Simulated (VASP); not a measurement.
# HfO2 (P4_2/nmc) in VASP: notebook, part 2 of 2

VASP 6.6.1. The steps go on from the part before.

## Step 3: Vibrations by perturbation theory, LDA

This run uses another cell than the first one, of 10.03 Å³/atom.

Input file INCAR:

```
PREC = Accurate ; ENCUT = 600
EDIFF = 1E-8 ; ISMEAR = 0
SIGMA = 0.01 ; LREAL = F
LASPH = T ; NELM = 120
ALGO = Normal ; ISIF = 2
LWAVE = F ; LCHARG = T
GGA = CA ; IBRION = 8
NSW = 1 ; LEPSILON = T
GGA_COMPAT = F
```

Input file KPOINTS:

```
Automatic mesh
0
Gamma
  8 8 6
```

Input file POSCAR:

```
HfO2
1.0
    3.4801115829      0.0000000000      0.0000000000
    0.0000000000      3.4801115829      0.0000000000
    0.0000000000      0.0000000000      4.9690605311
Hf O
2 4
Direct
    0.5000000000      0.5000000000      0.5000000000
    0.0000000000      0.0000000000      0.0000000000
    0.0000000000      0.5000000000      0.7165906210
    0.5000000000      0.0000000000      0.7834093790
    0.5000000000      0.0000000000      0.2834093790
    0.0000000000      0.5000000000      0.2165906210
```

Potentials or basis: VASP PAW LDA potentials, release 64 (Hf_pv, O).

Started as:

```console
$ cat potpaw_LDA.64/Hf_pv/POTCAR potpaw_LDA.64/O/POTCAR > POTCAR
$ mpirun -np 1 vasp_std > vasp.out
```

OUTCAR:

```text
PREC = Accurate
   ENCUT = 600
   EDIFF = 1E-8
   ISMEAR = 0
   LREAL = F
   LASPH = T
   NELM = 120
   ISIF = 2
   GGA = CA
   IBRION = 8
   NSW = 1
   LEPSILON = T

 ion  position               nearest neighbor table
   1  0.500  0.500  0.500-   3 2.05   5 2.05   5 2.05   3 2.05   4 2.24   4 2.24   6 2.24   6 2.24
                             2 3.50   2 3.50   2 3.50   2 3.50   2 3.50   2 3.50   2 3.50   2 3.50
   2  0.000  0.000  0.000-   4 2.05   6 2.05   6 2.05   4 2.05   3 2.24   5 2.24   3 2.24   5 2.24
                             1 3.50   1 3.50   1 3.50   1 3.50   1 3.50   1 3.50   1 3.50   1 3.50
   3  0.000  0.500  0.717-   1 2.05   1 2.05   2 2.24   2 2.24
   4  0.500  0.000  0.783-   2 2.05   2 2.05   1 2.24   1 2.24
   5  0.500  0.000  0.283-   1 2.05   1 2.05   2 2.24   2 2.24
   6  0.000  0.500  0.217-   2 2.05   2 2.05   1 2.24   1 2.24

  LATTYP: Found a simple tetragonal cell.
 ALAT       =     3.4801115829
 C/A-ratio  =     1.4278451747

  Lattice vectors:

 A1 = (   3.4801115829,   0.0000000000,   0.0000000000)
 A2 = (   0.0000000000,   3.4801115829,   0.0000000000)
 A3 = (   0.0000000000,   0.0000000000,   4.9690605311)

Analysis of symmetry for initial positions (statically):
=====================================================================
 Subroutine PRICEL returns:
 Original cell was already a primitive cell.

 Routine SETGRP: Setting up the symmetry group for a
 simple tetragonal supercell.

 Subroutine GETGRP returns: Found 16 space group operations
 (whereof  8 operations were pure point group operations)
 out of a pool of 16 trial point group operations.

The static configuration has the point symmetry D_2d.
 The point group associated with its full space group is D_4h.

Analysis of symmetry for dynamics (positions and initial velocities):
=====================================================================
 Subroutine PRICEL returns:
[... 1002 lines left out ...]
 ion    5
    1    -2.31459     0.00000    -0.00000
    2     0.00000    -3.23208     0.00000
    3     0.00000     0.00000    -2.58057
 ion    6
    1    -2.31459     0.00000     0.00000
    2     0.00000    -3.23208     0.00000
    3     0.00000     0.00000    -2.58057

 INTERNAL STRAIN TENSOR FOR ION    6 for displacements in x,y,z  (eV/Angst):
          X           Y           Z          XY          YZ          ZX
  --------------------------------------------------------------------------------
  x     0.00000     0.00000     0.00000     0.00000     0.00000     7.90092
  y     0.00000     0.00000     0.00000     0.00000   -13.64441     0.00000
  z     8.71552   -13.93004    -6.74553     0.00000     0.00000     0.00000

 SECOND DERIVATIVES (NOT SYMMETRIZED)
 ------------------------------------
               1X          1Y          1Z          2X          2Y          2Z          3X          3Y          3Z          4X          4Y          4Z          5X          5Y          5Z          6X          6Y          6Z
  1X   -11.873299    0.000000    0.000000    0.649377    0.000000    0.000000    9.827423    0.000000    0.000000    0.863808    0.000000    0.000000    1.026076    0.000000    0.000000   -0.493384    0.000000    0.000000
  1Y     0.000000  -11.873299    0.000000    0.000000    0.649377    0.000000    0.000000    1.026076    0.000000    0.000000   -0.493384    0.000000    0.000000    9.827423    0.000000    0.000000    0.863808    0.000000
  1Z     0.000000    0.000000  -29.722692    0.000000    0.000000   18.031312    0.000000    0.000000    5.923099    0.000000    0.000000   -0.077410    0.000000    0.000000    5.923099    0.000000    0.000000   -0.077410
  2X     0.649377    0.000000    0.000000  -11.873299    0.000000    0.000000    0.863808    0.000000    0.000000    9.827423    0.000000    0.000000   -0.493384    0.000000    0.000000    1.026076    0.000000    0.000000
  2Y     0.000000    0.649377    0.000000    0.000000  -11.873299    0.000000    0.000000   -0.493384    0.000000    0.000000    1.026076    0.000000    0.000000    0.863808    0.000000    0.000000    9.827423    0.000000
  2Z     0.000000    0.000000   18.031312    0.000000    0.000000  -29.722692    0.000000    0.000000   -0.077410    0.000000    0.000000    5.923099    0.000000    0.000000   -0.077410    0.000000    0.000000    5.923099
  3X     9.829541    0.000000    0.000000    0.861874    0.000000    0.000000  -20.768370    0.000000    0.000000    8.468543    0.000000    0.000000    0.360729    0.000000    0.000000    1.247683    0.000000    0.000000
  3Y     0.000000    1.023980    0.000000    0.000000   -0.495527    0.000000    0.000000   -9.369376    0.000000    0.000000    7.223771    0.000000    0.000000    0.366542    0.000000    0.000000    1.250609    0.000000
  3Z     0.000000    0.000000    5.918987    0.000000    0.000000   -0.073980    0.000000    0.000000  -16.308965    0.000000    0.000000   -2.240180    0.000000    0.000000    1.160870    0.000000    0.000000   11.543269
  4X     0.861874    0.000000    0.000000    9.829541    0.000000    0.000000    8.468543    0.000000    0.000000  -20.768370    0.000000    0.000000    1.247683    0.000000    0.000000    0.360729    0.000000    0.000000
  4Y     0.000000   -0.495527    0.000000    0.000000    1.023980    0.000000    0.000000    7.223771    0.000000    0.000000   -9.369376    0.000000    0.000000    1.250609    0.000000    0.000000    0.366542    0.000000
  4Z     0.000000    0.000000   -0.073980    0.000000    0.000000    5.918987    0.000000    0.000000   -2.240180    0.000000    0.000000  -16.308965    0.000000    0.000000   11.543269    0.000000    0.000000    1.160870
  5X     1.023980    0.000000    0.000000   -0.495527    0.000000    0.000000    0.366542    0.000000    0.000000    1.250609    0.000000    0.000000   -9.369376    0.000000    0.000000    7.223771    0.000000    0.000000
  5Y     0.000000    9.829541    0.000000    0.000000    0.861874    0.000000    0.000000    0.360729    0.000000    0.000000    1.247683    0.000000    0.000000  -20.768370    0.000000    0.000000    8.468543    0.000000
  5Z     0.000000    0.000000    5.918987    0.000000    0.000000   -0.073980    0.000000    0.000000    1.160870    0.000000    0.000000   11.543269    0.000000    0.000000  -16.308965    0.000000    0.000000   -2.240180
  6X    -0.495527    0.000000    0.000000    1.023980    0.000000    0.000000    1.250609    0.000000    0.000000    0.366542    0.000000    0.000000    7.223771    0.000000    0.000000   -9.369376    0.000000    0.000000
  6Y     0.000000    0.861874    0.000000    0.000000    9.829541    0.000000    0.000000    1.247683    0.000000    0.000000    0.360729    0.000000    0.000000    8.468543    0.000000    0.000000  -20.768370    0.000000
  6Z     0.000000    0.000000   -0.073980    0.000000    0.000000    5.918987    0.000000    0.000000   11.543269    0.000000    0.000000    1.160870    0.000000    0.000000   -2.240180    0.000000    0.000000  -16.308965

 Eigenvectors and eigenvalues of the dynamical matrix
 ----------------------------------------------------

   1 f  =   21.849352 THz   137.283530 2PiTHz  728.815945 cm-1    90.361620 meV
             X         Y         Z           dx          dy          dz
      1.740056  1.740056  2.484530    -0.000000    0.000000   -0.000000
      0.000000  0.000000  0.000000     0.000000   -0.000000   -0.000000
      0.000000  1.740056  3.560782     0.000000   -0.000000   -0.500000
      1.740056  0.000000  3.892809    -0.000000    0.000000   -0.500000
      1.740056  0.000000  1.408278     0.000000   -0.000000    0.500000
      0.000000  1.740056  1.076252    -0.000000    0.000000    0.500000
[... 145 lines left out ...]
  18 f/i=    0.001855 THz     0.011655 2PiTHz    0.061876 cm-1     0.007672 meV
             X         Y         Z           dx          dy          dz
      1.740056  1.740056  2.484530     0.361963    0.541305    0.000000
      0.000000  0.000000  0.000000     0.361963    0.541305    0.000000
      0.000000  1.740056  3.560782     0.108397    0.161926    0.000000
      1.740056  0.000000  3.892809     0.108397    0.161926    0.000000
      1.740056  0.000000  1.408278     0.108277    0.162105    0.000000
      0.000000  1.740056  1.076252     0.108277    0.162105    0.000000

--------------------------------------------------------------------------------------------------------

 MACROSCOPIC STATIC DIELECTRIC TENSOR IONIC CONTRIBUTION
 ------------------------------------------------------
          28.432142    -0.000000    -0.000000
          -0.000000    28.432142    -0.000000
          -0.000000    -0.000000    13.701815
 ------------------------------------------------------

 ELASTIC MODULI CONTR FROM IONIC RELAXATION (kBar)
 Direction    XX          YY          ZZ          XY          YZ          ZX
 --------------------------------------------------------------------------------
 XX        -852.0483    459.3062   -508.0535      0.0000     -0.0000     -0.0000
 YY         459.3062   -852.0483   -508.0535      0.0000     -0.0000     -0.0000
 ZZ        -508.0535   -508.0535  -1314.4423      0.0000     -0.0000     -0.0000
 XY           0.0000      0.0000      0.0000      0.0000      0.0000      0.0000
 YZ          -0.0000     -0.0000     -0.0000      0.0000   -700.3328      0.0000
 ZX          -0.0000     -0.0000     -0.0000      0.0000      0.0000   -720.7762
 --------------------------------------------------------------------------------

 PIEZOELECTRIC TENSOR IONIC CONTR  for field in x, y, z        (C/m^2)
          XX          YY          ZZ          XY          YZ          ZX
  --------------------------------------------------------------------------------
  x     0.00000     0.00000     0.00000     0.00000     0.00000     0.00000
  y    -0.00000     0.00000    -0.00000     0.00000    -0.00000    -0.00000
  z     0.00000     0.00000     0.00000     0.00000     0.00000     0.00000
```

stdout:

```text
POSCAR found type information on POSCAR HfO
 POSCAR found :  2 types and       6 ions
 scaLAPACK will be used
 LDA part: xc-table for (Slater(with rela. corr.)+CA(PZ))
 , standard interpolation
 POSCAR, INCAR and KPOINTS ok, starting setup
 FFT: planning ... GRIDC
 FFT: planning ... GRID_SOFT
 FFT: planning ... GRID
[... 37 lines left out ...]
 first order change of Fermi-energy   0.10819E-04
 force on displaced ion       3 direction 1 : -20.768   0.000  -0.001
 Born effective charge ion    3 direction 1 :  -3.232   0.000   0.000
 Linear response progress:
 first order change of Fermi-energy  -0.31625E-04
 force on displaced ion       3 direction 2 :   0.000  -9.369   0.004
 Born effective charge ion    3 direction 2 :   0.000  -2.315  -0.000
 Linear response progress:
 first order change of Fermi-energy  -0.65685E-02
 force on displaced ion       3 direction 3 :   0.000   0.000 -16.309
 Born effective charge ion    3 direction 3 :   0.000   0.000  -2.581
 Born effective charges drift removed
 Linear response finished
```

Run time: 46 min. Hardware: 1 thread of Oxide Virtual Turin-like, shared host; peak memory 0.6 GiB.

Results:

```
Electronic dielectric tensor (diagonal)                 : 5.32, 5.32, 5.02
Born charges (mean of the diagonal)                     : Hf +5.42; O -2.71 e
Highest phonon frequency at Γ, LO-TO splitting left out : 729 cm⁻¹
```

Phonon frequencies in cm⁻¹ (negative: imaginary):
```tsv
q point	frequencies
(0.000, 0.000, 0.000)	0 0 0 121 121 189 189 250 260 342 476 476 530 530 649 709 709 729
```

Electronic dielectric tensor:
```
5.32 0.00 0.00
0.00 5.32 0.00
0.00 0.00 5.02
```

Born effective charge tensors (e):
atom 1, Hf
```
5.55 0.00 0.00
0.00 5.55 0.00
0.00 0.00 5.16
```
atom 2, Hf
```
5.55 0.00 0.00
0.00 5.55 0.00
0.00 0.00 5.16
```
atom 3, O
```
-3.23  0.00  0.00
 0.00 -2.31  0.00
 0.00  0.00 -2.58
```
atom 4, O
```
-3.23  0.00  0.00
 0.00 -2.31  0.00
 0.00  0.00 -2.58
```
atom 5, O
```
-2.31  0.00  0.00
 0.00 -3.23  0.00
 0.00  0.00 -2.58
```
atom 6, O
```
-2.31  0.00  0.00
 0.00 -3.23  0.00
 0.00  0.00 -2.58
```

Caveat: the cell stands under pressure or tension, which shifts response properties; spin-orbit coupling is left out, which moves the levels of the heavy elements.
